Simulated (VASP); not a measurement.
Set up this calculation in VASP 6.6.1, as the native input.

* Task: single point
* Functional: PBEsol
* Potentials or basis: VASP PAW PBE potentials, release 64 (Cd, Te)
* Cutoff: 520 eV
* k mesh: 8 × 8 × 8
* Occupations: gaussian, width 0.01 eV
* Spin: no spin polarisation
* Dipole correction: no
* Further INCAR settings: ALGO = Normal; EDIFF = 1e-06; NBANDS = 16

The structure of CdTe lies in POSCAR:

```
CdTe
1.0
    0.0000000000      3.2050000000      3.2050000000
    3.2050000000      0.0000000000      3.2050000000
    3.2050000000      3.2050000000      0.0000000000
Cd Te
1 1
Direct
    0.0000000000      0.0000000000      0.0000000000
    0.2500000000      0.2500000000      0.2500000000
```

The input as run:

INCAR

```
PREC = Accurate
ENCUT = 520
EDIFF = 1E-6
ISMEAR = 0
SIGMA = 0.01
LREAL = F
LASPH = T
NELM = 60
ALGO = Normal
ISIF = 2
LWAVE = F
LCHARG = F
GGA = PS
NBANDS = 16
```

KPOINTS

```
regular mesh
0
Gamma
  8 8 8
```

Potentials or basis: VASP PAW PBE potentials, release 64 (Cd, Te).

The run is started by

```bash
$ cat potpaw_PBE.64/Cd/POTCAR potpaw_PBE.64/Te/POTCAR > POTCAR
$ mpirun -np 1 vasp_std > vasp.out
```

Results of the run:

```json
{
  "Pressure": "1.9 GPa",
  "Band gap on the k mesh": "0.76 eV, direct"
}
```

Caveat: the PAW data sets were made with another functional, which shifts forces and pressure a little; spin-orbit coupling is left out, which moves the levels of the heavy elements.

It took 46 s on 1 thread of Intel(R) Xeon(R) Platinum 8259CL CPU @ 2.50GHz (Skylake/Cascade Lake), on a shared host, peak memory 0.21 GiB.
